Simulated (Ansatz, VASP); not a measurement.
Two plane-wave programs on MgS

```
CELL_PARAMETERS angstrom
0.00000 2.81411 2.81411
2.81411 0.00000 2.81411
2.81411 2.81411 0.00000
ATOMIC_POSITIONS crystal
S 0.25000 0.25000 0.25000
Mg 0.00000 0.00000 0.00000
```

Alike in both runs: task single point; functional r2SCAN; k mesh 8 × 8 × 8; occupations fermi-dirac, width 0.05 eV; no spin polarisation.

|  | VASP | Ansatz |
| --- | --- | --- |
| version | VASP 6.6.1 | Ansatz 0.2.0 |
| potentials or method | VASP PAW PBE potentials, release 64 (S, Mg) | Ansatz PAW |
| plane-wave cutoff (eV) | 520 | 500 |
| valence electrons in the cell | 8 | 16 |

|  | VASP | Ansatz | Ansatz less VASP |
| --- | --- | --- | --- |
| gap on the k mesh at the Fermi level (eV) | 4.23 | 4.24 | +0.012 |
| least direct gap on the mesh (eV) | 4.23 | 4.24 | +0.012 |
| pressure (GPa) | 0.8 | 1.1 | +0.29 |

VASP's potentials were made for PBE, not for r2SCAN. VASP's potentials hold 8 valence electrons a cell and Ansatz's 16, so a difference there can come from the potentials and not from the codes.
